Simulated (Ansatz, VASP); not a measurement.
**Pt: VASP beside Ansatz**

The input INCAR:

```
SYSTEM = Pt
ALGO = Normal
EDIFF = 1E-6
ENCUT = 520
GGA = CA
ISIF = 2
ISMEAR = 1
LASPH = .TRUE.
LCHARG = .FALSE.
LREAL = .FALSE.
LWAVE = .FALSE.
NBANDS = 11
NELM = 80
PREC = Accurate
SIGMA = 0.1
```

KPOINTS

```
k-points
0
G
  14 14 14
  0 0 0
```

POSCAR

```
Pt
1.0
    0.0000000000      1.9474302061      1.9474302061
    1.9474302061      0.0000000000      1.9474302061
    1.9474302061      1.9474302061      0.0000000000
Pt
1
Direct
    0.0000000000      0.0000000000      0.0000000000
```

Input for Ansatz:

```yaml
crystal:
  lattice:
    - [0.0, 1.9474302061, 1.9474302061]
    - [1.9474302061, 0.0, 1.9474302061]
    - [1.9474302061, 1.9474302061, 0.0]
  atoms:
    - { symbol: Pt, position: [0.0, 0.0, 0.0] }
hamiltonian:
  xc: lda
  pseudopotentials:
    kind: paw
    azcp:
      Pt: "pseudopotentials/Pt.paw.azcp"
basis:
  ecutwfc: 420
  fft_grid_basis: typed
kpoints:
  mp_grid: { grid: [14, 14, 14], shift: [0, 0, 0] }
magnetization:
  spin_polarized: false
scf:
  occupations: { method: cold, width: 0.1 }
  lower_state_search: "off"
output:
  stress: true
  write_density: true
  write_potential: true
  elf: true
  volumetric_format: npy
```

Alike in both runs: task single point; functional LDA; k mesh 14 × 14 × 14; no spin polarisation.

|  | VASP | Ansatz |
| --- | --- | --- |
| version | VASP 6.6.1 | Ansatz 0.2.0 |
| potentials or method | VASP PAW LDA potentials, release 64 (Pt), cutoff 520 eV | plane waves (420 eV) with PAW, scalar-relativistic |
| occupations | methfessel-paxton of order 1, width 0.1 eV | cold, width 0.1 eV |
| valence electrons in the cell | 10 | 18 |

Ansatz gave:

- pressure (GPa): -0.5

What did VASP give for the same quantities?

Pressure (GPa): 0.3.

Ansatz warns that its potentials were made for another functional, while VASP's fit it. LDA's correlation is that of Perdew and Zunger in VASP and of Perdew and Wang (1992) in Ansatz. VASP's potentials hold 10 valence electrons a cell and Ansatz's 18, so a difference there can come from the potentials and not from the codes.

Neither program's run includes spin-orbit coupling.
